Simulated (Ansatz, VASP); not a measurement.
AlPt: VASP beside Ansatz

```xyz
8
Lattice="4.8130 0.0000 0.0000 0.0000 4.8130 0.0000 0.0000 0.0000 4.8130" Properties=species:S:1:pos:R:3 pbc="T T T"
Al    4.0623    4.0623    4.0623
Al    3.1572    0.7507    1.6558
Al    1.6558    3.1572    0.7507
Al    0.7507    1.6558    3.1572
Pt    0.7463    0.7463    0.7463
Pt    1.6602    4.0667    3.1528
Pt    3.1528    1.6602    4.0667
Pt    4.0667    3.1528    1.6602
```

Alike in both runs: task single point; functional PBEsol; k mesh 6 × 6 × 6; occupations gaussian, width 0.1 eV; no spin polarisation.

```csv
,VASP,Ansatz
version,VASP 6.6.1,Ansatz 0.2.0
potentials or method,"VASP PAW PBE potentials, release 64 (Al, Pt), cutoff 520 eV","plane waves, PAW"
valence electrons in the cell,52,84
```

|  | VASP | Ansatz | Ansatz less VASP |
| --- | --- | --- | --- |
| pressure (GPa) | 7.5 | 7.6 | +0.05 |

VASP's potentials were made for PBE, not for PBEsol. VASP's potentials hold 52 valence electrons a cell and Ansatz's 84, so a difference there can come from the potentials and not from the codes.

Neither program's run includes spin-orbit coupling.
